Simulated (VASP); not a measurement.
Ca: relaxation of cell and atoms with PBE

The system is Ca.

```xyz
1
Lattice="3.6027 0.0000 0.0000 0.0000 3.6027 0.0000 0.0000 0.0000 3.6027" Properties=species:S:1:pos:R:3 pbc="T T T"
Ca    0.0000    0.0000    0.0000
```

This isn't the form of Ca at room conditions, which is fcc.

```
Program                : VASP 6.6.1
Task                   : relaxation of cell and atoms
Functional             : PBE
Potentials or basis    : VASP PAW PBE potentials, release 64 (Ca_sv)
Cutoff                 : 600 eV
k mesh                 : 11 × 11 × 11
Occupations            : fermi-dirac, width 0.08 eV
Spin                   : no spin polarisation
Target pressure        : -0.37 GPa
Dipole correction      : no
Further INCAR settings : ALGO = Normal; EDIFF = 1e-06; IBRION = 2; EDIFFG = -0.005; NSW = 60; ISIF = 3
```

The relaxed volume is 45.46 Å³/atom, the relaxed cell is a = 3.569 Å, b = 3.569 Å, c = 3.569 Å, α = 90.00°, β = 90.00°, γ = 90.00° and the space group after relaxing (to 0.1 Å) is Pm-3m (No. 221). The energy change on relaxing (the run minimises the enthalpy) is -3.9 meV/atom. The ionic steps are 3. The pressure after relaxing is -0.4 GPa and the band gap on the k mesh is zero (bands 5 and 6 overlap by 0.95 eV).

Step by step:
| step | energy change (eV) | largest force (eV/Å) | pressure (GPa) | volume (Å³) |
| --- | --- | --- | --- | --- |
| 1 | 0.0000 | 0.0000 | -0.60 | 46.76 |
| 2 | -0.0016 | 0.0000 | -0.52 | 46.30 |
| 3 | -0.0039 | 0.0000 | -0.35 | 45.46 |

Final structure:
```xyz
1
Lattice="3.5691 0.0000 0.0000 0.0000 3.5691 0.0000 0.0000 0.0000 3.5691" Properties=species:S:1:pos:R:3 pbc="T T T"
Ca    0.0000    0.0000    0.0000
```

Levels at points of the mesh, in eV from the Fermi level:
| k point | band 2 | band 3 | band 4 | band 5 | band 6 | band 7 | band 8 | band 9 |
| --- | --- | --- | --- | --- | --- | --- | --- | --- |
| (0.00, 0.00, 0.00) | -23.21 | -23.21 | -23.21 | -3.76 | 0.83 | 0.83 | 3.92 | 3.92 |

Run time: 74 s on 1 thread of Intel Xeon 8259CL, with other jobs on the host, peak memory 0.19 GiB.

Caveat: the cell is relaxed towards a set pressure, so the run minimises the enthalpy, not the energy.
